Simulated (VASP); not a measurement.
# Hg3S (P6/mmm) in VASP: single point with r2SCAN

Aim: the single point of Hg3S with r2SCAN.

Program: VASP 6.6.1. These are calculated values, not measurements. Logs are shortened: lines on timing, memory, paths and dates and some standing lists are left out, and cuts for length are marked.

### 1 The cell of the first run

It takes space group P6/mmm (No. 191, hexagonal). The conventional cell has a = 5.683 Å, b = 5.683 Å, c = 4.952 Å, α = 90.00°, β = 90.00°, γ = 120.00°. Within 3.3 Å of Hg (site symmetry 6/mmm) lie 2 S at 2.48 Å. Within 4.3 Å of Hg (site symmetry -6m2) lie 9 Hg at 3.28 to 4.11 Å and 3 S at 3.28 Å. Within 3.3 Å of S (site symmetry 6/mmm) lie 8 Hg at 2.48 to 3.28 Å.

### 2 Single point, r2SCAN

POSCAR reads:

```
Hg3S
1.0
    5.6825718165      0.0000000000      0.0000000000
   -2.8412859083      4.9212515519      0.0000000000
    0.0000000000      0.0000000000      4.9519330431
Hg S
3 1
Direct
    0.0000000000      0.0000000000      0.5000000000
    0.3333333333      0.6666666667      0.0000000000
    0.6666666667      0.3333333333      0.0000000000
    0.0000000000      0.0000000000      0.0000000000
```

INCAR.step1 reads:

```
SYSTEM = Hg3S
ALGO = Normal ; EDIFF = 1E-5
ENCUT = 550 ; GGA = PE
GGA_COMPAT = .FALSE. ; ISMEAR = 0
LASPH = .TRUE. ; LCHARG = .FALSE.
LREAL = .FALSE. ; LWAVE = .TRUE.
NBANDS = 29 ; NELM = 120
PREC = Accurate ; SIGMA = 0.1
```

INCAR.step2 reads:

```
SYSTEM = Hg3S
ALGO = Normal ; EDIFF = 1E-6
ENCUT = 550 ; GGA_COMPAT = .FALSE.
ISIF = 2 ; ISMEAR = 0
ISTART = 1 ; LASPH = .TRUE.
LCHARG = .FALSE. ; LMIXTAU = .TRUE.
LREAL = .FALSE. ; LWAVE = .FALSE.
METAGGA = R2SCAN ; NBANDS = 29
NELM = 120 ; PREC = Accurate
SIGMA = 0.1
```

KPOINTS reads:

```
k-points
0
G
  12 12 8
  0 0 0
```

Potentials or basis: VASP PAW PBE potentials, release 64 (Hg, S).

Run with:

```
> cat potpaw_PBE.64/Hg/POTCAR potpaw_PBE.64/S/POTCAR > POTCAR
> cp INCAR.step1 INCAR
> mpirun -np 1 vasp_std > vasp.out
> cp INCAR.step2 INCAR
> mpirun -np 1 vasp_std > vasp.out
```

OUTCAR:

```text
SYSTEM = Hg3S
   EDIFF = 1E-6
   ENCUT = 550
   ISIF = 2
   ISMEAR = 0
   ISTART = 1
   LASPH = .TRUE.
   LREAL = .FALSE.
   METAGGA = R2SCAN
   NELM = 120
   PREC = Accurate

 ion  position               nearest neighbor table
   1  0.000  0.000  0.500-   4 2.48   4 2.48
   2  0.333  0.667  0.000-   3 3.28   3 3.28   4 3.28   4 3.28   4 3.28   3 3.28
   3  0.667  0.333  0.000-   2 3.28   2 3.28   4 3.28   4 3.28   4 3.28   2 3.28
   4  0.000  0.000  0.000-   1 2.48   1 2.48   3 3.28   2 3.28   3 3.28   2 3.28   3 3.28   2 3.28

  LATTYP: Found a hexagonal cell.
 ALAT       =     5.6825718165
 C/A-ratio  =     0.8714246301

  Lattice vectors:

 A1 = (   5.6825718165,   0.0000000000,   0.0000000000)
 A2 = (  -2.8412859083,   4.9212515519,   0.0000000000)
 A3 = (   0.0000000000,   0.0000000000,   4.9519330431)

Analysis of symmetry for initial positions (statically):
=====================================================================
 Subroutine PRICEL returns:
 Original cell was already a primitive cell.

 Routine SETGRP: Setting up the symmetry group for a
 hexagonal supercell.

 Subroutine GETGRP returns: Found 24 space group operations
 (whereof 24 operations were pure point group operations)
 out of a pool of 24 trial point group operations.

The static configuration has the point symmetry D_6h.

Analysis of symmetry for dynamics (positions and initial velocities):
=====================================================================
 Subroutine PRICEL returns:
 Original cell was already a primitive cell.

 Routine SETGRP: Setting up the symmetry group for a
 hexagonal supercell.

 Subroutine GETGRP returns: Found 24 space group operations
 (whereof 24 operations were pure point group operations)
 out of a pool of 24 trial point group operations.

The dynamic configuration has the point symmetry D_6h.

 Subroutine INISYM returns: Found 24 space group operations
 (whereof 24 operations are pure point group operations),
 and found     1 'primitive' translations

----------------------------------------------------------------------------------------

                                     Primitive cell

  volume of cell :     138.4826

[... 88 lines left out ...]
   LSORBIT =      F    spin-orbit coupling
   LASPH  =      T    aspherical Exc in radial PAW
   ENCUT  =  550.0 eV  40.42 Ry    6.36 a.u.  10.87 10.87  9.47*2*pi/ulx,y,z
   NELM   =    120;   NELMIN=  2; NELMDL=  0     # of ELM steps
   EDIFF  = 0.1E-05   stopping-criterion for ELM
   LREAL  =      F    real-space projection
   EDIFFG = 0.1E-04   stopping-criterion for IOM
   NSW    =      0    number of steps for IOM
   IBRION =     -1    ionic relax: 0-MD 1-quasi-New 2-CG
   NFREE  =      0    steps in history (QN), initial steepest desc. (CG)
   ISIF   =      2    stress and relaxation
   ISYM   =      2    0-nonsym 1-usesym 2-fastsym
   POTIM  = 0.5000    time-step for ionic-motion
   TEBEG  =    0.0;   TEEND  =   0.0 temperature during run
   PSTRESS=    0.0 pullay stress
   NELECT =      42.0000    total number of electrons
   NUPDOWN=      -1.0000    fix difference up-down
   EMIN   =  10.00;   EMAX   =-10.00  energy-range for DOS
   EFERMI =   0.00;   METHOD = LEGACY
   ISMEAR =     0;   SIGMA  =   0.10  broadening in eV -4-tet -1-fermi 0-gaus
   EFERMI_NEDOS =   21; number of points for ismear=-14 and -15
   IALGO  =     38    algorithm
   IMIX   =      4    mixing-type and parameters
     AMIX     =   0.40;   BMIX     =  1.00
     AMIX_MAG =   1.60;   BMIX_MAG =  1.00
  volume/ion in A,a.u.               =      34.62       233.63
  Fermi-wavevector in a.u.,A,eV,Ry     =   1.099916  2.078540 16.460534  1.209815
  Thomas-Fermi vector in A             =   2.236318
   LORBIT       =      0    0 simple, 1 ext, 2 COOP (PROOUT), +10 PAW based schemes
   METAGGA = R2SCAN    functional components
   LHFCALC =     F    Hartree Fock is set to
   AEXX    =    0.0000 exact exchange contribution
   IVDW    =     0    specifies the selected vdW correction
   LEPSILON=     F    determine dielectric tensor
   LRPA    =     F    only Hartree local field effects (RPA)
 non-spin polarized calculation
 Gauss-broadening in eV      SIGMA  =   0.10
  energy-cutoff  :      550.00
  volume of cell :      138.48
 maximum number of plane-waves:      4104
 NGX is ok and might be reduce to    48
   NGX = 21   NGY = 21   NGZ = 19

 number of electron      41.9999992 magnetization

 Free energy of the ion-electron system (eV)
  ---------------------------------------------------
  ext. energy  EPLUGINS =         0.00000000
  ---------------------------------------------------
  free energy    TOTEN  =      -154.72035965 eV

  energy without entropy =     -154.70524217  energy(sigma->0) =     -154.71280091

 E-fermi :   0.0635     XC(G=0):  -8.7246

 val. band max:        0.0628369116   @ k =   0.4167   0.0000   0.1250
 cond. band min:       0.0717240806   @ k =   0.0833   0.0833   0.3750
 fundamental gap:      0.0088871690
 Fermi energy:         0.0634852449

 k-point     1 :       0.0000    0.0000    0.0000
  band No.  band energies     occupation
      1     -13.4022      2.00000
      2      -6.8179      2.00000
      3      -6.8179      2.00000
      4      -6.6159      2.00000
      5      -6.6159      2.00000
      6      -6.5792      2.00000
[... 757 lines left out ...]
     28       6.5981      0.00000
     29       7.9068      0.00000

 [... further k-points ...]

------------------------ aborting loop because EDIFF is reached ----------------------------------------

  FORCE on cell =-STRESS in cart. coord.  units (eV):
  Direction    XX          YY          ZZ          XY          YZ          ZX
  --------------------------------------------------------------------------------------
  -------------------------------------------------------------------------------------
  Total        0.0939281      0.0939281      0.2277533     -0.0000000      0.0000000      0.0000000
  in kB        1.0867028      1.0867028      2.6349958     -0.0000000      0.0000000      0.0000000
  external PRESSURE =       1.6028005 kB  Pullay stress =       0.0000000 kB

 VOLUME and BASIS-vectors are now :
 -----------------------------------------------------------------------------
  energy-cutoff  :      550.00
  volume of cell :      138.48
      direct lattice vectors                 reciprocal lattice vectors
     5.682571817  0.000000000  0.000000000     0.175976659  0.101600171  0.000000000
    -2.841285908  4.921251552  0.000000000     0.000000000  0.203200342  0.000000000
     0.000000000  0.000000000  4.951933043     0.000000000  0.000000000  0.201941341

 POSITION                                       TOTAL-FORCE (eV/Angst)
 -----------------------------------------------------------------------------------
      0.00000      0.00000      2.47597        -0.000000      0.000000      0.000000
     -0.00000      3.28083      0.00000         0.000000      0.000000      0.000000
      2.84129      1.64042      0.00000        -0.000000      0.000000      0.000000
      0.00000      0.00000      0.00000        -0.000000      0.000000      0.000000
 -----------------------------------------------------------------------------------
    total drift:                               -0.000000      0.000000      0.000000

  FREE ENERGIE OF THE ION-ELECTRON SYSTEM (eV)
  ---------------------------------------------------
  free  energy   TOTEN  =      -154.7203596465 eV

  energy  without entropy=     -154.7052421675  energy(sigma->0) =     -154.71280091
```

OUTCAR.step1:

```text
SYSTEM = Hg3S
   EDIFF = 1E-5
   ENCUT = 550
   GGA = PE
   ISMEAR = 0
   LASPH = .TRUE.
   LREAL = .FALSE.
   NELM = 120
[... 996 lines left out ...]
     -0.00000      3.28083      0.00000        -0.000000      0.000000     -0.000000
      2.84129      1.64042      0.00000         0.000000     -0.000000      0.000000
      0.00000      0.00000      0.00000         0.000000      0.000000      0.000000
 -----------------------------------------------------------------------------------
    total drift:                               -0.000000      0.000000      0.000000

  FREE ENERGIE OF THE ION-ELECTRON SYSTEM (eV)
  ---------------------------------------------------
  free  energy   TOTEN  =        -3.4971757557 eV

  energy  without entropy=       -3.4819394438  energy(sigma->0) =       -3.48955760
```

Run time: 9.5 min. Hardware: 1 thread of Intel Xeon 6975P-C (Granite Rapids), shared host; peak memory 0.55 GiB.

Results:

- Free energy: -154.7204 eV
- Pressure: 0.2 GPa
- Band gap on the k mesh: zero (bands 21 and 22 overlap by 1.04 eV)

Levels at points of the mesh, in eV from the Fermi level:
```
           k point  band 17  band 18  band 19  band 20  band 21  band 22  band 23  band 24  band 25  band 26
(0.00, 0.00, 0.00)    -3.90    -3.67    -1.97    -1.97    -1.49     0.19     2.98     2.98     4.11     5.46
(0.50, 0.00, 0.00)    -4.50    -3.52    -2.66    -2.17    -1.44     0.04     3.91     4.48     4.53     5.36
(0.00, 0.00, 0.50)    -4.96    -3.67    -1.32    -1.32     0.51     2.04     3.32     3.32     3.90     3.90
(0.50, 0.00, 0.50)    -4.55    -3.78    -1.92    -1.76     0.41     0.78     3.33     3.53     4.69     4.96
```

Caveat: the PAW data sets were made with another functional, which shifts forces and pressure a little; spin-orbit coupling is left out, which moves the levels of the heavy elements.
